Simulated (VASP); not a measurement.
Here is a VASP 6.6.1 calculation.

INCAR

```
  PREC = Accurate
  ENCUT = 520
  EDIFF = 1E-6
  ISMEAR = 0
  SIGMA = 0.02
  LREAL = F
  LASPH = T
  NELM = 80
  ALGO = Normal
  ISIF = 2
  LWAVE = F
  LCHARG = T
  GGA = PE
  LELF = T
  LVHAR = T
  NBANDS = 16
```

The input KPOINTS:

```
regular mesh
0
Gamma
  8 8 8
```

POSCAR

```
CdTe
1.0
    0.0000000000      3.3009897500      3.3009897500
    3.3009897500      0.0000000000      3.3009897500
    3.3009897500      3.3009897500      0.0000000000
Cd Te
1 1
Direct
    0.0000000000      0.0000000000      0.0000000000
    0.7500000000      0.7500000000      0.7500000000
```

Potentials or basis: VASP PAW PBE potentials, release 64 (Cd, Te).

The run is started by

```console
$ cat potpaw_PBE.64/Cd/POTCAR potpaw_PBE.64/Te/POTCAR > POTCAR
$ mpirun -np 1 vasp_std > vasp.out
```

What does it give for the pressure?

0.4 GPa.

Predict the band gap on the k mesh.

0.60 eV.

Caveat: the cell differs from its parent crystal (strained); spin-orbit coupling is left out, which moves the levels of the heavy elements.
